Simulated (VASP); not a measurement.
**EuO: single point with PBE+U**

Crystal: EuO.

```xyz
2
Lattice="0.0000 2.5720 2.5720 2.5720 0.0000 2.5720 2.5720 2.5720 0.0000" Properties=species:S:1:pos:R:3 pbc="T T T"
Eu    2.5720    2.5720    2.5720
O     0.0000    0.0000    0.0000
```

```yaml
Program: VASP 6.6.1
Task: single point
Functional: PBE
Potentials_or_basis: VASP PAW PBE potentials, release 64 (Eu, O)
Cutoff: 600 eV
k_mesh: 6 × 6 × 6
Occupations: gaussian, width 0.05 eV
Spin: collinear spin, ferromagnetic start
Starting_moments: "[7.0, 0.0] μB"
Hubbard_terms: Eu f U = 6.0 eV
Dipole_correction: no
Further_INCAR_settings: ALGO = Normal; EDIFF = 1e-06; NBANDS = 22
```

```json
{"Pressure": "1.2 GPa", "Band gap on the k mesh": "zero (filled and empty bands overlap)", "Net moment": "7.00 μB per cell", "Site moments": "Eu +6.72; O -0.09 μB", "Valence electrons inside the program's atomic spheres": "Eu 14.95; O 4.96"}
```

Levels at points of the mesh, in eV from the Fermi level:
Spin up:
| k point | band 12 | band 13 | band 14 | band 15 | band 16 | band 17 | band 18 | band 19 |
| --- | --- | --- | --- | --- | --- | --- | --- | --- |
| (0.00, 0.00, 0.00) | -0.50 | 0.01 | 0.01 | 0.01 | 0.91 | 2.95 | 2.95 | 2.95 |
| (0.50, 0.00, 0.00) | -0.52 | -0.52 | -0.49 | -0.49 | 3.53 | 5.70 | 5.70 | 6.01 |
| (0.50, 0.50, 0.00) | -0.61 | -0.49 | -0.16 | -0.16 | -0.01 | 4.69 | 7.09 | 7.85 |
Spin down:
| k point | band 5 | band 6 | band 7 | band 8 | band 9 | band 10 | band 11 | band 12 |
| --- | --- | --- | --- | --- | --- | --- | --- | --- |
| (0.00, 0.00, 0.00) | -15.92 | -2.60 | -2.60 | -2.60 | 1.71 | 3.92 | 3.92 | 3.92 |
| (0.50, 0.00, 0.00) | -14.95 | -4.69 | -3.75 | -3.75 | 4.17 | 6.41 | 6.74 | 6.74 |
| (0.50, 0.50, 0.00) | -16.37 | -2.67 | -2.56 | -2.56 | 0.86 | 5.58 | 7.86 | 8.32 |

Eigenvalues of the final occupation matrices:
| site | spin | trace | eigenvalues |
| --- | --- | --- | --- |
| site 1 f | 1 | 6.81 | 0.96 0.97 0.97 0.97 0.98 0.98 0.98 |
| site 1 f | 2 | 0.02 | 0.00 0.00 0.00 0.00 0.00 0.00 0.00 |

Wall time 39 s on 1 thread of AMD EPYC 7R13 Processor (Zen 3), with other jobs on the host, peak memory 0.18 GiB.

Caveat: spin-orbit coupling is left out, which moves the levels of the heavy elements; a cell with one magnetic atom can't hold antiferromagnetic order, which such compounds often take. The state reached can hang on the start; a lower one may exist.
